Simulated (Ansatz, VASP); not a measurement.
# Two plane-wave programs on PdI

```
CELL_PARAMETERS angstrom
0.00000 2.93274 2.93274
2.93274 0.00000 2.93274
2.93274 2.93274 0.00000
ATOMIC_POSITIONS crystal
Pd 0.00000 0.00000 0.00000
I 0.25000 0.25000 0.25000
```

Change from the starting cell: volume scaled by 0.9, PAW files.

Alike in both runs: task single point; functional PBEsol; k mesh 12 × 12 × 12; occupations fermi-dirac, width 0.1 eV; no spin polarisation.

```csv
,VASP,Ansatz
version,VASP 6.6.1,Ansatz 0.2.0
potentials or method,"VASP PAW PBE potentials, release 64 (Pd, I)","PAW with Ansatz's default frozen-core files, scalar-relativistic"
plane-wave cutoff (eV),520,420
valence electrons in the cell,17,35
```

|  | VASP | Ansatz | Ansatz less VASP |
| --- | --- | --- | --- |
| pressure (GPa) | 8.4 | 8.4 | +0.08 |

VASP's potentials were made for PBE, not for PBEsol. With one functional, cell and mesh, what is left measures potentials, basis and numerics. VASP's potentials hold 17 valence electrons a cell and Ansatz's 35, so a difference there can come from the potentials and not from the codes.

Spin-orbit coupling is off throughout.
